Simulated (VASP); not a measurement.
PbS (Galena):

```
Pb S
1.0
     0.00000    2.90521    2.90521
     2.90521    0.00000    2.90521
     2.90521    2.90521    0.00000
Pb S
1 1
Direct
  0.00000 0.00000 0.00000
  0.50000 0.50000 0.50000
```

Base run:

- Program: VASP 6.6.1
- Functional: SVWN5
- Potentials or basis: VASP PAW PBE potentials, release 64 (Pb_d, S)
- Cutoff: 520 eV
- k mesh: 8 × 8 × 8
- Occupations: fermi-dirac, width 0.05 eV
- Spin: no spin polarisation

Its results: band gap on the k mesh zero (filled and empty bands touch); pressure 1.1 GPa.

Problem. The run is repeated on the same cell with these changes: functional from SVWN5 to PBE. What comes out?

Solution. Band gap on the k mesh 0.11 eV, direct; pressure 6.5 GPa.

PBE binds less tightly than SVWN5, so the same cell stands under more pressure.

Caveats: spin-orbit coupling is left out, which moves the levels of the heavy elements; the PAW data sets were made with another functional, which shifts forces and pressure a little (some runs).

A k mesh can miss the band edges.
